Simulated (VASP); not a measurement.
# Gd (P6_3/mmc) in VASP: single point with PBE+U

Aim: the single point of Gd with PBE+U.

Program: VASP 6.6.1. These are calculated values, not measurements. Logs are shortened: lines on timing, memory, paths and dates and some standing lists are left out, and cuts for length are marked.

## 1. The cell of the first run

Symmetry: P6_3/mmc, No. 194, hexagonal system. Conventional cell: a = 3.629 Å, b = 3.629 Å, c = 5.796 Å, α = 90.00°, β = 90.00°, γ = 120.00°. Within 4.7 Å of Gd (site symmetry -6m2) lie 12 Gd at 3.58 to 3.63 Å.

## 2. Single point, PBE+U, collinear spin, ferromagnetic start

Contents of INCAR:

```
ALGO = Normal
EDIFF = 1E-7
ENCUT = 520
GGA = PE
ISIF = 2
ISMEAR = -1
ISPIN = 2
LASPH = True
LCHARG = False
LDAU = True
LDAUJ = 0
LDAUL = 3
LDAUPRINT = 1
LDAUTYPE = 2
LDAUU = 6.4
LMAXMIX = 6
LORBIT = 11
LREAL = False
LWAVE = False
MAGMOM = 0.7 0.7
NBANDS = 29
NELM = 150
PREC = Accurate
SIGMA = 0.1
```

Contents of KPOINTS:

```
k-points
0
Gamma
  9 9 5
```

Contents of POSCAR:

```
Gd
1.0
    3.6290016500      0.0000000000      0.0000000000
   -1.8145008200      3.1428076200      0.0000000000
    0.0000000000      0.0000000000      5.7960000000
Gd
2
Direct
    0.3333333300      0.6666666700      0.2500000000
    0.6666666700      0.3333333300      0.7500000000
```

Potentials or basis: VASP PAW PBE potentials, release 64 (Gd).

Command:

```bash
$ cat potpaw_PBE.64/Gd/POTCAR > POTCAR
$ mpirun -np 1 vasp_std > vasp.out
```

OUTCAR:

```text
EDIFF = 1E-7
   ENCUT = 520
   GGA = PE
   ISIF = 2
   ISMEAR = -1
   ISPIN = 2
   LASPH = True
   LORBIT = 11
   LREAL = False
   NELM = 150
   PREC = Accurate

 ion  position               nearest neighbor table
   1  0.333  0.667  0.250-
   2  0.667  0.333  0.750-

  LATTYP: Found a hexagonal cell.
 ALAT       =     3.6290016500
 C/A-ratio  =     1.5971334706

  Lattice vectors:

 A1 = (   3.6290016500,   0.0000000000,   0.0000000000)
 A2 = (  -1.8145008200,   3.1428076200,   0.0000000000)
 A3 = (   0.0000000000,   0.0000000000,   5.7960000000)

Analysis of symmetry for initial positions (statically):
=====================================================================
 Subroutine PRICEL returns:
 Original cell was already a primitive cell.

 Routine SETGRP: Setting up the symmetry group for a
 hexagonal supercell.

 Subroutine GETGRP returns: Found 24 space group operations
 (whereof 12 operations were pure point group operations)
 out of a pool of 24 trial point group operations.

The static configuration has the point symmetry D_3d.
 The point group associated with its full space group is D_6h.

Analysis of symmetry for dynamics (positions and initial velocities):
=====================================================================
 Subroutine PRICEL returns:
 Original cell was already a primitive cell.

 Routine SETGRP: Setting up the symmetry group for a
 hexagonal supercell.

 Subroutine GETGRP returns: Found 24 space group operations
 (whereof 12 operations were pure point group operations)
 out of a pool of 24 trial point group operations.

The dynamic configuration has the point symmetry D_3d.
 The point group associated with its full space group is D_6h.

Analysis of structural, dynamic, and magnetic symmetry:
=====================================================================
 Subroutine PRICEL returns:
 Original cell was already a primitive cell.

 Routine SETGRP: Setting up the symmetry group for a
 hexagonal supercell.

 Subroutine GETGRP returns: Found 24 space group operations
 (whereof 12 operations were pure point group operations)
 out of a pool of 24 trial point group operations.

The overall configuration has the point symmetry D_3d.
 The point group associated with its full space group is D_6h.

 Subroutine INISYM returns: Found 24 space group operations
 (whereof 12 operations are pure point group operations),
 and found     1 'primitive' translations

----------------------------------------------------------------------------------------

                                     Primitive cell

  volume of cell :      66.1049

  direct lattice vectors                    reciprocal lattice vectors
     3.629001650  0.000000000  0.000000000     0.275557880  0.159093416  0.000000000
    -1.814500820  3.142807620  0.000000000     0.000000000  0.318186832  0.000000000
[... 168 lines left out ...]
  o =  0.9908  v = -1.0000 -0.0000 -0.0000  0.0000  0.0000 -0.0000 -0.0000  0.0000  0.0000  0.0000  0.0000  0.0000  0.0000  0.0000      0.0000  0.0000  0.0000  0.0000  0.0000  0.0000  0.0000  0.0000  0.0000  0.0000  0.0000  0.0000  0.0000  0.0000

atom =   2  type =  1  l = 3

 onsite density matrix

spin component  1

  0.9908 -0.0000  0.0000  0.0000 -0.0000  0.0000  0.0000
 -0.0000  0.9902  0.0000 -0.0000 -0.0000 -0.0000  0.0000
  0.0000  0.0000  0.9898 -0.0000  0.0000  0.0000  0.0000
  0.0000 -0.0000 -0.0000  0.9907  0.0000  0.0000  0.0000
 -0.0000 -0.0000  0.0000  0.0000  0.9898  0.0000  0.0000
  0.0000 -0.0000  0.0000  0.0000  0.0000  0.9902  0.0000
  0.0000  0.0000  0.0000  0.0000  0.0000  0.0000  0.9898

spin component  2

  0.0007  0.0000  0.0000 -0.0000 -0.0000  0.0000  0.0000
  0.0000  0.0009 -0.0000 -0.0000 -0.0000  0.0000 -0.0000
  0.0000 -0.0000  0.0005  0.0000  0.0000 -0.0000  0.0000
 -0.0000 -0.0000  0.0000  0.0005  0.0000  0.0000  0.0000
 -0.0000 -0.0000  0.0000  0.0000  0.0005 -0.0000  0.0000
  0.0000  0.0000 -0.0000  0.0000 -0.0000  0.0009  0.0000
  0.0000 -0.0000  0.0000  0.0000  0.0000  0.0000  0.0004

 occupancies and eigenvectors

  o =  0.0004  v =  0.0000  0.0000  0.0000  0.0000  0.0000  0.0000  0.0000 -0.0000 -0.0000 -0.0000 -0.0000 -0.0000 -0.0000  1.0000      0.0000  0.0000  0.0000  0.0000  0.0000  0.0000  0.0000  0.0000  0.0000  0.0000  0.0000  0.0000  0.0000  0.0000
  o =  0.0005  v =  0.0000  0.0000  0.0000  0.0000  0.0000  0.0000  0.0000  0.0000  0.0000  0.0000  1.0000 -0.0000 -0.0000  0.0000      0.0000  0.0000  0.0000  0.0000  0.0000  0.0000  0.0000  0.0000  0.0000  0.0000  0.0000  0.0000  0.0000  0.0000
  o =  0.0005  v =  0.0000  0.0000  0.0000  0.0000  0.0000  0.0000  0.0000  0.0000  0.0000 -0.6547  0.0000  0.7558 -0.0000 -0.0000      0.0000  0.0000  0.0000  0.0000  0.0000  0.0000  0.0000  0.0000  0.0000  0.0000  0.0000  0.0000  0.0000  0.0000
  o =  0.0005  v =  0.0000  0.0000  0.0000  0.0000  0.0000  0.0000  0.0000  0.0000  0.0000  0.7558  0.0000  0.6547  0.0000  0.0000      0.0000  0.0000  0.0000  0.0000  0.0000  0.0000  0.0000  0.0000  0.0000  0.0000  0.0000  0.0000  0.0000  0.0000
  o =  0.0007  v =  0.0000  0.0000  0.0000  0.0000  0.0000  0.0000  0.0000  1.0000 -0.0000  0.0000 -0.0000 -0.0000 -0.0000  0.0000      0.0000  0.0000  0.0000  0.0000  0.0000  0.0000  0.0000  0.0000  0.0000  0.0000  0.0000  0.0000  0.0000  0.0000
  o =  0.0009  v =  0.0000  0.0000  0.0000  0.0000  0.0000  0.0000  0.0000  0.0000 -0.0140 -0.0000  0.0000  0.0000  0.9999 -0.0000      0.0000  0.0000  0.0000  0.0000  0.0000  0.0000  0.0000  0.0000  0.0000  0.0000  0.0000  0.0000  0.0000  0.0000
  o =  0.0009  v =  0.0000  0.0000  0.0000  0.0000  0.0000  0.0000  0.0000 -0.0000 -0.9999 -0.0000  0.0000 -0.0000 -0.0140  0.0000      0.0000  0.0000  0.0000  0.0000  0.0000  0.0000  0.0000  0.0000  0.0000  0.0000  0.0000  0.0000  0.0000  0.0000
  o =  0.9898  v =  0.0000  0.0000  0.0000 -0.0000  0.0000  0.0000 -1.0000  0.0000  0.0000  0.0000  0.0000  0.0000  0.0000  0.0000      0.0000  0.0000  0.0000  0.0000  0.0000  0.0000  0.0000  0.0000  0.0000  0.0000  0.0000  0.0000  0.0000  0.0000
  o =  0.9898  v = -0.0000 -0.0000  0.6545 -0.0000 -0.7561  0.0000  0.0000  0.0000  0.0000  0.0000  0.0000  0.0000  0.0000  0.0000      0.0000  0.0000  0.0000  0.0000  0.0000  0.0000  0.0000  0.0000  0.0000  0.0000  0.0000  0.0000  0.0000  0.0000
  o =  0.9898  v =  0.0000  0.0000  0.7561 -0.0000  0.6545 -0.0000  0.0000  0.0000  0.0000  0.0000  0.0000  0.0000  0.0000  0.0000      0.0000  0.0000  0.0000  0.0000  0.0000  0.0000  0.0000  0.0000  0.0000  0.0000  0.0000  0.0000  0.0000  0.0000
  o =  0.9902  v =  0.0000 -0.9923 -0.0000 -0.0000  0.0000  0.1242 -0.0000  0.0000  0.0000  0.0000  0.0000  0.0000  0.0000  0.0000      0.0000  0.0000  0.0000  0.0000  0.0000  0.0000  0.0000  0.0000  0.0000  0.0000  0.0000  0.0000  0.0000  0.0000
  o =  0.9902  v =  0.0000 -0.1242 -0.0000  0.0000  0.0000 -0.9923 -0.0000  0.0000  0.0000  0.0000  0.0000  0.0000  0.0000  0.0000      0.0000  0.0000  0.0000  0.0000  0.0000  0.0000  0.0000  0.0000  0.0000  0.0000  0.0000  0.0000  0.0000  0.0000
  o =  0.9907  v =  0.0000  0.0000 -0.0000 -1.0000 -0.0000 -0.0000  0.0000  0.0000  0.0000  0.0000  0.0000  0.0000  0.0000  0.0000      0.0000  0.0000  0.0000  0.0000  0.0000  0.0000  0.0000  0.0000  0.0000  0.0000  0.0000  0.0000  0.0000  0.0000
  o =  0.9908  v = -1.0000 -0.0000 -0.0000 -0.0000  0.0000 -0.0000 -0.0000  0.0000  0.0000  0.0000  0.0000  0.0000  0.0000  0.0000      0.0000  0.0000  0.0000  0.0000  0.0000  0.0000  0.0000  0.0000  0.0000  0.0000  0.0000  0.0000  0.0000  0.0000

 number of electron      36.0000007 magnetization      15.5228008

 Free energy of the ion-electron system (eV)
  ---------------------------------------------------
  ext. energy  EPLUGINS =         0.00000000
  ---------------------------------------------------
  free energy    TOTEN  =       -22.83254924 eV

  energy without entropy =      -22.76137183  energy(sigma->0) =      -22.79696053

 E-fermi :   3.0576     XC(G=0):  -9.9837

 val. band max:        3.0566267110   @ k =   0.2222   0.0000   0.0000
 cond. band min:       3.0576449355   @ k =   0.2222   0.0000   0.4000
 fundamental gap:      0.0010182245
 Fermi energy:         3.0575925318

 spin component 1

 k-point     1 :       0.0000    0.0000    0.0000
  band No.  band energies     occupation
      1     -42.4726      1.00000
      2     -42.4050      1.00000
      3     -20.1761      1.00000
      4     -19.5701      1.00000
      5     -19.5701      1.00000
      6     -19.4669      1.00000
[... 1529 lines left out ...]
     28       6.6685      0.00000
     29       6.9415      0.00000

 [... further k-points ...]

------------------------ aborting loop because EDIFF is reached ----------------------------------------

  FORCE on cell =-STRESS in cart. coord.  units (eV):
  Direction    XX          YY          ZZ          XY          YZ          ZX
  --------------------------------------------------------------------------------------
  -------------------------------------------------------------------------------------
  Total        0.4324564      0.4324564      0.5190493      0.0000000      0.0000000      0.0000000
  in kB       10.4814059     10.4814059     12.5801516      0.0000000      0.0000000      0.0000000
  external PRESSURE =      11.1809878 kB  Pullay stress =       0.0000000 kB

 VOLUME and BASIS-vectors are now :
 -----------------------------------------------------------------------------
  energy-cutoff  :      520.00
  volume of cell :       66.10
      direct lattice vectors                 reciprocal lattice vectors
     3.629001650  0.000000000  0.000000000     0.275557880  0.159093416  0.000000000
    -1.814500820  3.142807620  0.000000000     0.000000000  0.318186832  0.000000000
     0.000000000  0.000000000  5.796000000     0.000000000  0.000000000  0.172532781

 POSITION                                       TOTAL-FORCE (eV/Angst)
 -----------------------------------------------------------------------------------
     -0.00000      2.09521      1.44900        -0.000000     -0.000000      0.000000
      1.81450      1.04760      4.34700         0.000000      0.000000      0.000000
 -----------------------------------------------------------------------------------
    total drift:                               -0.000015      0.000009     -0.000000

  FREE ENERGIE OF THE ION-ELECTRON SYSTEM (eV)
  ---------------------------------------------------
  free  energy   TOTEN  =       -22.8325492350 eV

  energy  without entropy=      -22.7613718258  energy(sigma->0) =      -22.79696053

 total charge

# of ion       s       p       d       f       tot
--------------------------------------------------
    1        2.075   5.573   0.599   6.930  15.178
    2        2.075   5.573   0.599   6.930  15.178
--------------------------------------------------
tot          4.150  11.146   1.198  13.861  30.355

 magnetization (x)

# of ion       s       p       d       f       tot
--------------------------------------------------
    1        0.003  -0.056   0.234   6.922   7.103
    2        0.003  -0.056   0.234   6.922   7.103
--------------------------------------------------
tot          0.007  -0.111   0.468  13.843  14.207
```

Wall time 6 min (1 thread of AMD EPYC 7R13, shared host); peak memory 0.26 GiB.

Results:

- Free energy: -22.8325 eV
- Pressure: 1.1 GPa
- Net moment: 15.52 μB per cell
- Site moments: Gd +7.10 μB
- Valence electrons inside the program's atomic spheres: Gd 15.18

Eigenvalues of the final occupation matrices:
```csv
site,spin,trace,eigenvalues
site 1 f,1,6.93,0.99 0.99 0.99 0.99 0.99 0.99 0.99
site 1 f,2,0.00,0.00 0.00 0.00 0.00 0.00 0.00 0.00
site 2 f,1,6.93,0.99 0.99 0.99 0.99 0.99 0.99 0.99
site 2 f,2,0.00,0.00 0.00 0.00 0.00 0.00 0.00 0.00
```

Caveat: spin-orbit coupling is left out, which moves the levels of the heavy elements. The state reached can hang on the start; a lower one may exist.
